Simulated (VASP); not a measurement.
# SiNi2 (P1) in VASP: single point with PBEsol

Aim: the single point of SiNi2 with PBEsol.

All numbers are computed with VASP 6.6.1; they aren't measurements. Logs are shortened: lines on timing, memory, paths and dates and some standing lists are left out, and cuts for length are marked.

## (1) The cell of the first run

The typed cell holds 6 atoms: a = 3.874 Å, b = 3.969 Å, c = 4.933 Å, α = 86.00°, β = 90.79°, γ = 123.33°.

## (2) Single point, PBEsol (atoms moved at random and the cell strained at random)

INCAR reads:

```
PREC = Accurate
ENCUT = 520
EDIFF = 1E-6
ISMEAR = 0
SIGMA = 0.15
LREAL = False
LASPH = True
NELM = 80
ALGO = Fast
ISIF = 2
LWAVE = False
LCHARG = True
GGA = PS
LELF = True
LVHAR = True
NBANDS = 33
```

KPOINTS reads:

```
regular mesh
0
Gamma
  12 12 10
```

POSCAR reads:

```
SiNi2
1.0
    3.8715736108     -0.1412093329     -0.0240818746
   -2.0580776749      3.3911558719      0.1375746299
   -0.0306091086      0.1842426038      4.9294109080
Si Ni
2 4
Direct
    0.3999974894      0.7093907945      0.7801691157
    0.6811854369      0.3772399551      0.3001913494
   -0.0093082983     -0.0131124431      0.0408160241
   -0.0921549680     -0.0160426294      0.4529643383
    0.4304688284      0.7139931079      0.2415908798
    0.5898115117      0.2285312151      0.6842682926
```

Potentials or basis: VASP PAW PBE potentials, release 64 (Si, Ni).

Run with:

```sh
> cat potpaw_PBE.64/Si/POTCAR potpaw_PBE.64/Ni/POTCAR > POTCAR
> mpirun -np 1 vasp_std > vasp.out
```

OUTCAR:

```text
PREC = Accurate
   ENCUT = 520
   EDIFF = 1E-6
   ISMEAR = 0
   LREAL = False
   LASPH = True
   NELM = 80
   ISIF = 2
   GGA = PS

 ion  position               nearest neighbor table
   1  0.400  0.709  0.780-   6 1.79   4 2.27   5 2.28   3 2.33   6 2.47   3 2.63   5 2.66   6 2.69
                             3 2.75   4 3.01   4 3.06   2 3.14
   2  0.681  0.377  0.300-   6 1.92   5 2.04   4 2.25   4 2.26   5 2.29   3 2.31   5 2.45   4 2.60
                             3 2.61   3 2.80   6 3.11   1 3.14
   3  0.991  0.987  0.041-   5 2.05   4 2.06   2 2.31   1 2.33   2 2.61   6 2.61   5 2.62   1 2.63
                             5 2.68   1 2.75   6 2.78   2 2.80   4 2.91
   4  0.908  0.984  0.453-   5 1.89   3 2.06   2 2.25   2 2.26   1 2.27   6 2.30   6 2.55   2 2.60
                             5 2.60   6 2.70   3 2.91   5 2.99   1 3.01   1 3.06
   5  0.430  0.714  0.242-   4 1.89   2 2.04   3 2.05   1 2.28   2 2.29   2 2.45   4 2.60   3 2.62
                             1 2.66   3 2.68   6 2.92   4 2.99
   6  0.590  0.229  0.684-   1 1.79   2 1.92   4 2.30   1 2.47   4 2.55   3 2.61   1 2.69   4 2.70
                             3 2.78   5 2.92   2 3.11

  LATTYP: Found a triclinic cell.
 ALAT       =     3.9692000003
 B/A-ratio  =     2.2798595502
 C/A-ratio  =     3.1003734426
 COS(alpha) =     0.0039963651
 COS(beta)  =     0.5280138576
 COS(gamma) =     0.8392174215

  Lattice vectors:

 A1 = (   2.0580776749,  -3.3911558719,  -0.1375746299)
 A2 = (   4.0855462412,  -6.5980691400,   4.6542616482)
 A3 = (   0.3057999562,  -7.0095876185, -10.1098892012)

Analysis of symmetry for initial positions (statically):
=====================================================================
 Subroutine PRICEL returns:
 Original cell was already a primitive cell.

 Routine SETGRP: Setting up the symmetry group for a
 triclinic supercell.

 Subroutine GETGRP returns: Found  1 space group operations
 (whereof  1 operations were pure point group operations)
 out of a pool of  2 trial point group operations.

The static configuration has the point symmetry C_1 .

Analysis of symmetry for dynamics (positions and initial velocities):
=====================================================================
 Subroutine PRICEL returns:
 Original cell was already a primitive cell.

 Routine SETGRP: Setting up the symmetry group for a
 triclinic supercell.

 Subroutine GETGRP returns: Found  1 space group operations
[... 113 lines left out ...]
   EDIFFG = 0.1E-04   stopping-criterion for IOM
   NSW    =      0    number of steps for IOM
   IBRION =     -1    ionic relax: 0-MD 1-quasi-New 2-CG
   NFREE  =      0    steps in history (QN), initial steepest desc. (CG)
   ISIF   =      2    stress and relaxation
   ISYM   =      2    0-nonsym 1-usesym 2-fastsym
   POTIM  = 0.5000    time-step for ionic-motion
   TEBEG  =    0.0;   TEEND  =   0.0 temperature during run
   PSTRESS=    0.0 pullay stress
   NELECT =      48.0000    total number of electrons
   NUPDOWN=      -1.0000    fix difference up-down
   EMIN   =  10.00;   EMAX   =-10.00  energy-range for DOS
   EFERMI =   0.00;   METHOD = LEGACY
   ISMEAR =     0;   SIGMA  =   0.15  broadening in eV -4-tet -1-fermi 0-gaus
   EFERMI_NEDOS =   21; number of points for ismear=-14 and -15
   IALGO  =     68    algorithm
   IMIX   =      4    mixing-type and parameters
     AMIX     =   0.40;   BMIX     =  1.00
     AMIX_MAG =   1.60;   BMIX_MAG =  1.00
  volume/ion in A,a.u.               =      10.53        71.08
  Fermi-wavevector in a.u.,A,eV,Ry     =   1.493690  2.822664 30.356075  2.231109
  Thomas-Fermi vector in A             =   2.606058
   LORBIT       =      0    0 simple, 1 ext, 2 COOP (PROOUT), +10 PAW based schemes
   GGA     = PS    functional components
   LHFCALC =     F    Hartree Fock is set to
   AEXX    =    0.0000 exact exchange contribution
   IVDW    =     0    specifies the selected vdW correction
   LEPSILON=     F    determine dielectric tensor
   LRPA    =     F    only Hartree local field effects (RPA)
 non-spin polarized calculation
 RMM-DIIS sequential band-by-band and
 Gauss-broadening in eV      SIGMA  =   0.15
  energy-cutoff  :      520.00
  volume of cell :       63.20
 maximum number of plane-waves:      1718
 NGX is ok and might be reduce to    30
   NGX = 15   NGY = 15   NGZ = 19

 number of electron      47.9999993 magnetization

 Free energy of the ion-electron system (eV)
  ---------------------------------------------------
  ext. energy  EPLUGINS =         0.00000000
  ---------------------------------------------------
  free energy    TOTEN  =       -32.93174083 eV

  energy without entropy =      -32.89746603  energy(sigma->0) =      -32.91460343

 E-fermi :  11.5161     XC(G=0): -13.1216

 val. band max:       11.5159929687   @ k =  -0.3333   0.0833   0.3000
 cond. band min:      11.5172195984   @ k =   0.0000   0.1667   0.2000
 fundamental gap:      0.0012266297
 Fermi energy:        11.5160807105

 k-point     1 :       0.0000    0.0000    0.0000
  band No.  band energies     occupation
      1      -1.3932      2.00000
      2       2.9242      2.00000
      3       4.7728      2.00000
      4       5.2890      2.00000
      5       5.8988      2.00000
      6       6.5022      2.00000
[... 853 lines left out ...]
     32      18.7608      0.00000
     33      20.4111      0.00000

 [... further k-points ...]

------------------------ aborting loop because EDIFF is reached ----------------------------------------

  FORCE on cell =-STRESS in cart. coord.  units (eV):
  Direction    XX          YY          ZZ          XY          YZ          ZX
  --------------------------------------------------------------------------------------
  -------------------------------------------------------------------------------------
  Total       16.2996133     22.1231532     24.7758368      1.5093771     -2.4059429      1.5027175
  in kB      413.2408129    560.8838466    628.1368009     38.2669337    -60.9973847     38.0980931
  external PRESSURE =     534.0871534 kB  Pullay stress =       0.0000000 kB

 VOLUME and BASIS-vectors are now :
 -----------------------------------------------------------------------------
  energy-cutoff  :      520.00
  volume of cell :       63.20
      direct lattice vectors                 reciprocal lattice vectors
     3.871573611 -0.141209333 -0.024081875     0.264118655  0.160469242 -0.004357688
    -2.058077675  3.391155872  0.137574630     0.010944518  0.301982024 -0.011218978
    -0.030609109  0.184242604  4.929410908     0.000984861 -0.007644050  0.203155818

 POSITION                                       TOTAL-FORCE (eV/Angst)
 -----------------------------------------------------------------------------------
      0.06476      2.49291      3.93374         0.536910     -9.820527      2.079190
      1.85168      1.23840      1.51526         1.941487     -0.836141     -5.287715
      1.80320      3.21431      0.31311         4.223170      2.302242     -6.259815
      1.47586      3.29201      2.34635         6.739181      4.072742      8.248013
      0.18974      2.40499      1.27876       -11.103263     -4.440435     -2.874472
      1.79222      0.81777      3.39028        -2.337485      8.722119      4.094798
 -----------------------------------------------------------------------------------
    total drift:                                0.000497     -0.000348      0.000436

  FREE ENERGIE OF THE ION-ELECTRON SYSTEM (eV)
  ---------------------------------------------------
  free  energy   TOTEN  =       -32.9317408296 eV

  energy  without entropy=      -32.8974660314  energy(sigma->0) =      -32.91460343
```

stdout:

```text
POSCAR found type information on POSCAR SiNi
 POSCAR found :  2 types and       6 ions
 scaLAPACK will be used
 -----------------------------------------------------------------------------
|                                                                             |
|                                                                             |
|     You enforced a specific xc type in the INCAR file but a different       |
|     I HOPE YOU KNOW WHAT YOU ARE DOING!                                     |
|                                                                             |
 -----------------------------------------------------------------------------

 LDA part: xc-table for (Slater+PW92), standard interpolation
 POSCAR, INCAR and KPOINTS ok, starting setup
 FFT: planning ... GRIDC
 FFT: planning ... GRID_SOFT
 FFT: planning ... GRID
 WAVECAR not read
 entering main loop
```

Run time: 41 min. Hardware: 1 thread of Oxide Virtual Turin-like, shared host; peak memory 1.1 GiB.

Results:

```yaml
Free_energy: -32.9317 eV
Pressure: 53.4 GPa
Largest_force: 12.299 eV/Å
Band_gap_on_the_k_mesh: zero (bands 24 and 25 overlap by 2.37 eV)
```

Forces in eV/Å, atoms in the order of the input:
```
Si    0.537  -9.821   2.079
Si    1.941  -0.836  -5.288
Ni    4.223   2.302  -6.260
Ni    6.739   4.073   8.248
Ni  -11.103  -4.440  -2.874
Ni   -2.337   8.722   4.095
```

Caveat: the cell differs from its parent crystal (atoms moved at random and the cell strained at random); the stress differs along the axes, from 41 to 63 GPa; the PAW data sets were made with another functional, which shifts forces and pressure a little. Spin polarisation is off, so any magnetic state and its effect on volume and gap are missing.
